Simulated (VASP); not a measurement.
Runs of VASP 6.6.1 on Cd. The structure is that of space group Fm-3m (No. 225), or close to it. The cells are those of the table. This isn't the form of Cd at room conditions, which is hcp.

```tsv
task	cell	k mesh	cutoff (eV)	gap on the mesh (eV)	pressure (GPa)
single point	a = 3.095 Å, angles 60.0°, 1 atom	14 × 14 × 14	520	none	0.3
single point	a = 2.966 Å, angles 60.0°, 1 atom	14 × 14 × 14	520	none	11.4
single point	a = 3.176 Å, angles 60.0°, 1 atom	14 × 14 × 14	520	none	-3.5
relaxation of cell and atoms	relaxed from a = 3.125 Å, angles 60.0°, 1 atom	12 × 12 × 12	600	none	0.1
single point	a = 3.053 Å, angles 60.0°, 1 atom	14 × 14 × 14	520	none	3.1
single point	a = 3.010 Å, angles 60.0°, 1 atom	14 × 14 × 14	520	none	(a)
single point	a = 3.136 Å, angles 60.0°, 1 atom	14 × 14 × 14	520	none	-1.8
single point	a = 3.095 Å, angles 60.0°, 1 atom	20 × 20 × 20	520	none	0.3
single point	a = 3.095 Å, angles 60.0°, 1 atom	12 × 12 × 12	520	none	0.4
single point	a = 3.214 Å, angles 60.0°, 1 atom	14 × 14 × 14	520	none	(b)
```

Alike in all rows: level PBEsol; potentials or basis VASP PAW PBE potentials, release 64 (Cd); no spin polarisation; smearing fermi-dirac 0.1 eV.

Question: Estimate the missing entries.

Answer: (a) 6.7; (b) -4.7.

Caveats: the PAW data sets were made with another functional, which shifts forces and pressure a little; the cell stands under pressure (at least some runs); the cell stands under tension (at least some runs).

A k mesh can miss the band edges, and the runs leave out spin-orbit coupling on Cd.

A gap of «none» marks levels without a gap at the run's occupations.
